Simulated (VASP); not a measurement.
Write the native input for VASP 6.6.1 that does the following.

| Property | Result |
| --- | --- |
| Task | single point |
| Functional | PBE |
| Dispersion | D3(BJ) |
| Potentials or basis | VASP PAW PBE potentials, release 64 (Hf_pv, C) |
| Cutoff | 600 eV |
| k mesh | 6 × 6 × 6 |
| Occupations | gaussian, width 0.1 eV |
| Spin | no spin polarisation |
| Dipole correction | no |
| Further INCAR settings | ALGO = Normal; EDIFF = 1e-06; NBANDS = 14 |

The structure of HfC (d3) lies in POSCAR:

```
HfC
1.0
    0.0000000000      2.3171388400      2.3171388400
    2.3171388400      0.0000000000      2.3171388400
    2.3171388400      2.3171388400      0.0000000000
Hf C
1 1
Direct
    0.0000000000      0.0000000000      0.0000000000
    0.5000000000      0.5000000000      0.5000000000
```

These files were run (other wordings do the same):

INCAR

```
SYSTEM = HfC
  ALGO = Normal
  EDIFF = 1E-6
  ENCUT = 600
  GGA = PE
  GGA_COMPAT = .FALSE.
  ISIF = 2
  ISMEAR = 0
  IVDW = 12
  LASPH = .TRUE.
  LCHARG = .FALSE.
  LREAL = .FALSE.
  LWAVE = .FALSE.
  NBANDS = 14
  NELM = 120
  PREC = Accurate
  SIGMA = 0.1
```

KPOINTS

```
k-points
0
G
  6 6 6
  0 0 0
```

Potentials or basis: VASP PAW PBE potentials, release 64 (Hf_pv, C).

Run with:

```sh
$ cat potpaw_PBE.64/Hf_pv/POTCAR potpaw_PBE.64/C/POTCAR > POTCAR
$ mpirun -np 1 vasp_std > vasp.out
```

It gave:

```yaml
Pressure: -2.9 GPa
Band_gap_on_the_k_mesh: zero (band 7 reaches 7.05 eV, above the bottom of band 8 at 5.68 eV)
Dispersion_energy_per_atom: -0.362 eV
```

Caveat: the k points lie up to 0.39 Å⁻¹ apart; spin-orbit coupling is left out, which moves the levels of the heavy elements; pairwise dispersion overbinds metals, which lowers pressure and volume.

It took 15 s on 1 thread of Intel Xeon 8259CL, with other jobs on the host, peak memory 0.16 GiB.
